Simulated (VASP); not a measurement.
# Co2Si in VASP: notebook

Runs on Co2Si. Level: PBE. Tasks: single point.

Everything below comes from runs of VASP 6.6.1. Logs are shortened: lines on timing, memory, paths and dates and some standing lists are left out, and cuts for length are marked.

## Step 1: The cell of the first run

The typed cell holds 3 atoms: a = 3.799 Å, b = 3.799 Å, c = 2.613 Å, α = 90.00°, β = 90.00°, γ = 90.00°.

The cell was generated, and may not be a known phase.

## Step 2: Single point, PBE, collinear spin, ferromagnetic start

Contents of INCAR:

```
SYSTEM = Co2Si
ALGO     = Normal         ! electronic algorithm
EDIFF    = 1E-7           ! SCF threshold, eV
ENCUT    = 520            ! plane-wave cutoff, eV
GGA      = PE             ! functional
ISIF     = 2              ! what is computed and relaxed
ISMEAR   = 0              ! smearing method
ISPIN    = 2              ! spin polarisation
LASPH    = .TRUE.         ! aspherical terms in the spheres
LCHARG   = .FALSE.        ! write CHGCAR
LMAXMIX  = 4              ! l up to which the mixer works
LORBIT   = 11             ! projections on sites
LREAL    = .FALSE.        ! projectors in reciprocal space
LWAVE    = .FALSE.        ! write WAVECAR
MAGMOM   = 3 3 0          ! initial moments
NBANDS   = 22             ! bands
NELM     = 150            ! most SCF steps
PREC     = Accurate       ! precision mode
SIGMA    = 0.1            ! smearing width, eV
```

Contents of KPOINTS:

```
k-points
0
G
  6 6 6
  0 0 0
```

Contents of POSCAR:

```
Co2Si
1.0
    3.7990245212      0.0000000000      0.0000000000
    0.0000000000      3.7990245212      0.0000000000
    0.0000000000      0.0000000000      2.6127739906
Co Si
2 1
Direct
    0.5000000000      0.0000000000      0.7197815363
    0.0000000000      0.5000000000      0.7197815363
    0.5000000000      0.5000000000      0.2198362874
```

Potentials or basis: VASP PAW PBE potentials, release 64 (Co, Si).

The run is started by

```bash
$ cat potpaw_PBE.64/Co/POTCAR potpaw_PBE.64/Si/POTCAR > POTCAR
$ mpirun -np 1 vasp_std > vasp.out
```

OUTCAR:

```text
SYSTEM = Co2Si
   EDIFF = 1E-7
   ENCUT = 520
   GGA = PE
   ISIF = 2
   ISMEAR = 0
   ISPIN = 2
   LASPH = .TRUE.
   LORBIT = 11
   LREAL = .FALSE.
   NELM = 150
   PREC = Accurate

 ion  position               nearest neighbor table
   1  0.500  0.000  0.720-   3 2.31   3 2.31   3 2.31   3 2.31   2 2.69   2 2.69   2 2.69   2 2.69

   2  0.000  0.500  0.720-   3 2.31   3 2.31   3 2.31   3 2.31   1 2.69   1 2.69   1 2.69   1 2.69

   3  0.500  0.500  0.220-   1 2.31   2 2.31   1 2.31   2 2.31   1 2.31   1 2.31   2 2.31   2 2.31

  LATTYP: Found a simple tetragonal cell.
 ALAT       =     3.7990245212
 C/A-ratio  =     0.6877486513

  Lattice vectors:

 A1 = (   3.7990245212,   0.0000000000,   0.0000000000)
 A2 = (   0.0000000000,   3.7990245212,   0.0000000000)
 A3 = (   0.0000000000,   0.0000000000,   2.6127739906)

Analysis of symmetry for initial positions (statically):
=====================================================================
 Subroutine PRICEL returns:
 Original cell was already a primitive cell.

 Routine SETGRP: Setting up the symmetry group for a
 simple tetragonal supercell.

 Subroutine GETGRP returns: Found  8 space group operations
 (whereof  8 operations were pure point group operations)
 out of a pool of 16 trial point group operations.

The static configuration has the point symmetry C_4v.

Analysis of symmetry for dynamics (positions and initial velocities):
=====================================================================
 Subroutine PRICEL returns:
 Original cell was already a primitive cell.

 Routine SETGRP: Setting up the symmetry group for a
 simple tetragonal supercell.

 Subroutine GETGRP returns: Found  8 space group operations
 (whereof  8 operations were pure point group operations)
 out of a pool of 16 trial point group operations.

The dynamic configuration has the point symmetry C_4v.

Analysis of structural, dynamic, and magnetic symmetry:
=====================================================================
 Subroutine PRICEL returns:
 Original cell was already a primitive cell.

 Routine SETGRP: Setting up the symmetry group for a
 simple tetragonal supercell.

 Subroutine GETGRP returns: Found  8 space group operations
 (whereof  8 operations were pure point group operations)
 out of a pool of 16 trial point group operations.

The overall configuration has the point symmetry C_4v.

 Subroutine INISYM returns: Found  8 space group operations
 (whereof  8 operations are pure point group operations),
 and found     1 'primitive' translations

----------------------------------------------------------------------------------------

                                     Primitive cell

  volume of cell :      37.7091

  direct lattice vectors                    reciprocal lattice vectors
     3.799024521  0.000000000  0.000000000     0.263225466  0.000000000  0.000000000
     0.000000000  3.799024521  0.000000000     0.000000000  0.263225466  0.000000000
     0.000000000  0.000000000  2.612773991     0.000000000  0.000000000  0.382734980

  length of vectors
     3.799024521  3.799024521  2.612773991     0.263225466  0.263225466  0.382734980

  position of ions in fractional coordinates (direct lattice)
     0.500000000  0.000000000  0.719781536
     0.000000000  0.500000000  0.719781536
     0.500000000  0.500000000  0.219836287

  ion indices of the primitive-cell ions
   primitive index   ion index
                 1           1
                 2           2
                 3           3

----------------------------------------------------------------------------------------

 KPOINTS: k-points

Automatic generation of k-mesh.
 Grid dimensions read from file:
 generate k-points for:    6    6    6

 Generating k-lattice:

  Cartesian coordinates                     Fractional coordinates (reciprocal lattice)
     0.043870911  0.000000000  0.000000000     0.166666667  0.000000000  0.000000000
     0.000000000  0.043870911  0.000000000     0.000000000  0.166666667  0.000000000
     0.000000000  0.000000000  0.063789163     0.000000000  0.000000000  0.166666667

  Length of vectors
     0.043870911  0.043870911  0.063789163

  Shift w.r.t. Gamma in fractional coordinates (k-lattice)
     0.000000000  0.000000000  0.000000000

 Subroutine IBZKPT returns following result:
 ===========================================

 Found     40 irreducible k-points:

 Following reciprocal coordinates:
            Coordinates               Weight
  0.000000  0.000000  0.000000      1.000000
  0.166667  0.000000  0.000000      4.000000
  0.333333  0.000000  0.000000      4.000000
  0.500000  0.000000  0.000000      2.000000
  0.166667  0.166667  0.000000      4.000000
  0.333333  0.166667  0.000000      8.000000
[... 16 lines left out ...]
  0.333333  0.000000  0.333333      8.000000
  0.500000  0.000000  0.333333      4.000000
 [... further k-points ...]
   k-points           NKPTS =     40   k-points in BZ     NKDIM =     40   number of bands    NBANDS=     22
   number of dos      NEDOS =    301   number of ions     NIONS =      3
   total plane-waves  NPLWV =  15680
   dimension x,y,z NGX =    28 NGY =   28 NGZ =   20
   dimension x,y,z NGXF=    56 NGYF=   56 NGZF=   40
   ions per type =               2   1
   NGX,Y,Z   is equivalent  to a cutoff of  12.25, 12.25, 12.73 a.u.
   NGXF,Y,Z  is equivalent  to a cutoff of  24.51, 24.51, 25.45 a.u.
 SYSTEM =  Co2Si
   PREC   = accura    normal or accurate (medium, high low for compatibility)
   ISTART =      0    job   : 0-new  1-cont  2-samecut
   ICHARG =      2    charge: 1-file 2-atom 10-const
   ISPIN  =      2    spin polarized calculation?
   LNONCOLLINEAR =      F non collinear calculations
   LSORBIT =      F    spin-orbit coupling
   LASPH  =      T    aspherical Exc in radial PAW
   ENCUT  =  520.0 eV  38.22 Ry    6.18 a.u.   7.06  7.06  4.86*2*pi/ulx,y,z
   NELM   =    150;   NELMIN=  2; NELMDL= -5     # of ELM steps
   EDIFF  = 0.1E-06   stopping-criterion for ELM
   LREAL  =      F    real-space projection
   EDIFFG = 0.1E-05   stopping-criterion for IOM
   NSW    =      0    number of steps for IOM
   IBRION =     -1    ionic relax: 0-MD 1-quasi-New 2-CG
   NFREE  =      0    steps in history (QN), initial steepest desc. (CG)
   ISIF   =      2    stress and relaxation
   ISYM   =      2    0-nonsym 1-usesym 2-fastsym
   POTIM  = 0.5000    time-step for ionic-motion
   TEBEG  =    0.0;   TEEND  =   0.0 temperature during run
   PSTRESS=    0.0 pullay stress
   NELECT =      22.0000    total number of electrons
   NUPDOWN=      -1.0000    fix difference up-down
   EMIN   =  10.00;   EMAX   =-10.00  energy-range for DOS
   EFERMI =   0.00;   METHOD = LEGACY
   ISMEAR =     0;   SIGMA  =   0.10  broadening in eV -4-tet -1-fermi 0-gaus
   EFERMI_NEDOS =   21; number of points for ismear=-14 and -15
   IALGO  =     38    algorithm
   IMIX   =      4    mixing-type and parameters
     AMIX     =   0.40;   BMIX     =  1.00
     AMIX_MAG =   1.60;   BMIX_MAG =  1.00
  volume/ion in A,a.u.               =      12.57        84.82
  Fermi-wavevector in a.u.,A,eV,Ry     =   1.367940  2.585032 25.460035  1.871260
  Thomas-Fermi vector in A             =   2.493948
   LORBIT       =     11    0 simple, 1 ext, 2 COOP (PROOUT), +10 PAW based schemes
   GGA     = PE    functional components
   LHFCALC =     F    Hartree Fock is set to
   AEXX    =    0.0000 exact exchange contribution
   IVDW    =     0    specifies the selected vdW correction
   LEPSILON=     F    determine dielectric tensor
   LRPA    =     F    only Hartree local field effects (RPA)
 spin polarized calculation
 Gauss-broadening in eV      SIGMA  =   0.10
  energy-cutoff  :      520.00
  volume of cell :       37.71
 maximum number of plane-waves:      1048
   NGX = 15   NGY = 15   NGZ =  9

 number of electron      22.0000011 magnetization       1.5782297

 Free energy of the ion-electron system (eV)
  ---------------------------------------------------
  ext. energy  EPLUGINS =         0.00000000
  ---------------------------------------------------
  free energy    TOTEN  =       -19.55760850 eV

  energy without entropy =      -19.54127311  energy(sigma->0) =      -19.54944081

 E-fermi :   8.9179     XC(G=0): -12.0666

 val. band max:        8.9108728101   @ k =   0.0000   0.0000   0.5000
 cond. band min:       8.9265827311   @ k =   0.1667   0.0000   0.1667
 fundamental gap:      0.0157099211
 Fermi energy:         8.9178883047

 spin component 1

 k-point     1 :       0.0000    0.0000    0.0000
  band No.  band energies     occupation
      1      -2.9411      1.00000
      2       4.9523      1.00000
      3       5.7997      1.00000
      4       5.9729      1.00000
      5       6.0884      1.00000
      6       7.1127      1.00000
[... 14 lines left out ...]
     21      27.4837      0.00000
     22      28.1690      0.00000
[... 552 lines left out ...]
  band No.  band energies     occupation
      1       0.2412      1.00000
      2       4.4213      1.00000
      3       4.7248      1.00000
      4       5.3210      1.00000
      5       6.6606      1.00000
      6       6.8957      1.00000
[... 14 lines left out ...]
     21      24.0302      0.00000
     22      24.3607      0.00000

 [... further k-points ...]

 spin component 2

 k-point     1 :       0.0000    0.0000    0.0000
  band No.  band energies     occupation
      1      -2.9440      1.00000
      2       5.3342      1.00000
      3       6.4083      1.00000
      4       6.4292      1.00000
      5       6.5495      1.00000
      6       7.0889      1.00000
[... 14 lines left out ...]
     21      27.5410      0.00000
     22      28.2268      0.00000
[... 552 lines left out ...]
  band No.  band energies     occupation
      1       0.2433      1.00000
      2       4.6004      1.00000
      3       4.9524      1.00000
      4       5.6426      1.00000
      5       7.5855      1.00000
      6       7.6330      1.00000
[... 14 lines left out ...]
     21      24.2095      0.00000
     22      24.4144      0.00000

 [... further k-points ...]

------------------------ aborting loop because EDIFF is reached ----------------------------------------

  FORCE on cell =-STRESS in cart. coord.  units (eV):
  Direction    XX          YY          ZZ          XY          YZ          ZX
  --------------------------------------------------------------------------------------
  -------------------------------------------------------------------------------------
  Total        0.0034066      0.0034066      0.0030634      0.0000000      0.0000000     -0.0000000
  in kB        0.1447401      0.1447401      0.1301589      0.0000000      0.0000000     -0.0000000
  external PRESSURE =       0.1398797 kB  Pullay stress =       0.0000000 kB

 VOLUME and BASIS-vectors are now :
 -----------------------------------------------------------------------------
  energy-cutoff  :      520.00
  volume of cell :       37.71
      direct lattice vectors                 reciprocal lattice vectors
     3.799024521  0.000000000  0.000000000     0.263225466  0.000000000  0.000000000
     0.000000000  3.799024521  0.000000000     0.000000000  0.263225466  0.000000000
     0.000000000  0.000000000  2.612773991     0.000000000  0.000000000  0.382734980

 POSITION                                       TOTAL-FORCE (eV/Angst)
 -----------------------------------------------------------------------------------
      1.89951      0.00000      1.88063        -0.000000     -0.000000      0.000815
      0.00000      1.89951      1.88063         0.000000     -0.000000      0.000815
      1.89951      1.89951      0.57438        -0.000000      0.000000     -0.001630
 -----------------------------------------------------------------------------------
    total drift:                                0.000000     -0.000000      0.000291

  FREE ENERGIE OF THE ION-ELECTRON SYSTEM (eV)
  ---------------------------------------------------
  free  energy   TOTEN  =       -19.5576085005 eV

  energy  without entropy=      -19.5412731121  energy(sigma->0) =      -19.54944081

 total charge

# of ion       s       p       d       tot
------------------------------------------
    1        0.439   0.494   7.414   8.347
    2        0.439   0.494   7.414   8.347
    3        0.748   0.964   0.000   1.712
--------------------------------------------------
tot          1.627   1.952  14.828  18.407

 magnetization (x)

# of ion       s       p       d       tot
------------------------------------------
    1        0.003   0.004   0.806   0.813
    2        0.003   0.004   0.806   0.813
    3       -0.004  -0.019   0.000  -0.023
--------------------------------------------------
tot          0.002  -0.010   1.612   1.604
```

Run time: 37 s. Hardware: 1 thread of Intel Xeon Platinum 8488C (Sapphire Rapids), shared host; peak memory 0.18 GiB.

What came out:

```yaml
Free_energy: -19.5576 eV
Pressure: 0.0 GPa
Net_moment: 1.58 μB per cell
Site_moments: Co +0.81; Si -0.02 μB
Valence_electrons_inside_the_program's_atomic_spheres: Co 8.35; Si 1.71
```

Levels at points of the mesh, in eV from the Fermi level:
Spin up:
```
           k point  band 9  band 10  band 11  band 12  band 13  band 14  band 15  band 16
(0.00, 0.00, 0.00)   -1.55    -0.91    -0.91    -0.77    -0.17     4.59     5.16     7.59
(0.50, 0.00, 0.00)   -1.32    -1.20    -1.15    -1.07     1.48     4.80     5.98     7.29
(0.50, 0.50, 0.00)   -1.47    -1.40    -0.84    -0.78     0.75     0.75     9.68    11.07
(0.00, 0.00, 0.50)   -0.63    -0.12    -0.01     0.96     4.44     4.44     5.01     6.84
(0.50, 0.00, 0.50)   -1.39    -0.79    -0.15    -0.03     0.69     2.09     6.79     6.86
(0.50, 0.50, 0.50)   -1.27    -1.13    -1.13    -0.08    -0.08     3.11     3.88     4.87
```
Spin down:
| k point | band 8 | band 9 | band 10 | band 11 | band 12 | band 13 |
| --- | --- | --- | --- | --- | --- | --- |
| (0.00, 0.00, 0.00) | -0.86 | -0.86 | -0.11 | 0.43 | 0.43 | 0.69 |
| (0.50, 0.00, 0.00) | -0.98 | -0.76 | -0.51 | 0.27 | 0.34 | 1.91 |
| (0.50, 0.50, 0.00) | -0.84 | -0.84 | -0.19 | -0.06 | 0.68 | 1.43 |
| (0.00, 0.00, 0.50) | -0.60 | 0.05 | 0.66 | 0.74 | 1.60 | 4.48 |
| (0.50, 0.00, 0.50) | -0.88 | -0.87 | -0.22 | 0.25 | 0.79 | 1.35 |
| (0.50, 0.50, 0.50) | -1.14 | -0.64 | -0.64 | -0.08 | 0.64 | 0.64 |

Caveat: the k points lie up to 0.40 Å⁻¹ apart.

## Step 3: Single point, PBE, collinear spin, ferromagnetic start

This run uses another cell than the first one, of 12.52 Å³/atom.

Contents of INCAR:

```
SYSTEM = Co2Si
  ALGO = Normal
  EDIFF = 1E-6
  ENCUT = 520
  GGA = PE
  ISIF = 2
  ISMEAR = 0
  ISPIN = 2
  LASPH = .TRUE.
  LCHARG = .FALSE.
  LMAXMIX = 4
  LORBIT = 11
  LREAL = .FALSE.
  LWAVE = .FALSE.
  MAGMOM = 0.89 0.89 0
  NBANDS = 22
  NELM = 150
  PREC = Accurate
  SIGMA = 0.1
```

Contents of KPOINTS:

```
k-points
0
G
  12 12 18
  0 0 0
```

Contents of POSCAR:

```
Co2Si
1.0
    3.7920111862      0.0000000000      0.0000000000
    0.0000000000      3.7920111862      0.0000000000
    0.0000000000      0.0000000000      2.6124751888
Co Si
2 1
Direct
    0.5000000000      0.0000000000      0.5000000000
    0.0000000000      0.5000000000      0.5000000000
    0.5000000000      0.5000000000      0.0000000000
```

Potentials or basis: VASP PAW PBE potentials, release 64 (Co, Si).

The run is started by

```bash
$ cat potpaw_PBE.64/Co/POTCAR potpaw_PBE.64/Si/POTCAR > POTCAR
$ mpirun -np 1 vasp_std > vasp.out
```

Run time: 3.1 min. Hardware: 1 thread of Intel Xeon Platinum 8488C (Sapphire Rapids), shared host; peak memory 0.42 GiB.

Results (log left out):

* Free energy: -19.5588 eV
* Pressure: 0.1 GPa
* Net moment: 1.36 μB per cell
* Site moments: Co +0.71; Si -0.03 μB
* Valence electrons inside the program's atomic spheres: Co 8.36; Si 1.71

Levels at points of the mesh, in eV from the Fermi level:
Spin up:
| k point | band 8 | band 9 | band 10 | band 11 | band 12 | band 13 | band 14 | band 15 | band 16 | band 17 |
| --- | --- | --- | --- | --- | --- | --- | --- | --- | --- | --- |
| (0.00, 0.00, 0.00) | -1.49 | -1.49 | -0.82 | -0.82 | -0.70 | -0.09 | 4.66 | 5.23 | 7.58 | 10.58 |
| (0.50, 0.00, 0.00) | -1.46 | -1.27 | -1.09 | -1.03 | -1.00 | 1.54 | 4.86 | 6.04 | 7.35 | 9.37 |
| (0.50, 0.50, 0.00) | -1.41 | -1.40 | -1.39 | -0.73 | -0.73 | 0.83 | 0.83 | 9.68 | 11.09 | 11.49 |
| (0.00, 0.00, 0.50) | -1.72 | -0.56 | -0.04 | 0.05 | 1.00 | 4.46 | 4.46 | 5.04 | 6.90 | 6.90 |
| (0.50, 0.00, 0.50) | -1.55 | -1.33 | -0.72 | -0.10 | 0.03 | 0.74 | 2.12 | 6.84 | 6.90 | 8.38 |
| (0.50, 0.50, 0.50) | -1.20 | -1.20 | -1.13 | -1.13 | -0.02 | -0.02 | 3.18 | 3.90 | 4.92 | 4.92 |
Spin down:
```
           k point  band 7  band 8  band 9  band 10  band 11  band 12  band 13  band 14
(0.00, 0.00, 0.00)   -1.83   -0.91   -0.91    -0.14     0.39     0.39     0.66     4.96
(0.50, 0.00, 0.00)   -1.54   -1.02   -0.81    -0.52     0.22     0.29     1.91     5.07
(0.50, 0.50, 0.00)   -1.36   -0.87   -0.87    -0.23    -0.11     0.64     1.43     1.43
(0.00, 0.00, 0.50)   -0.64   -0.64    0.01     0.65     0.71     1.57     4.48     4.48
(0.50, 0.00, 0.50)   -1.16   -0.91   -0.89    -0.22     0.23     0.76     1.32     2.49
(0.50, 0.50, 0.50)   -1.15   -1.15   -0.67    -0.67    -0.12     0.63     0.63     3.52
```
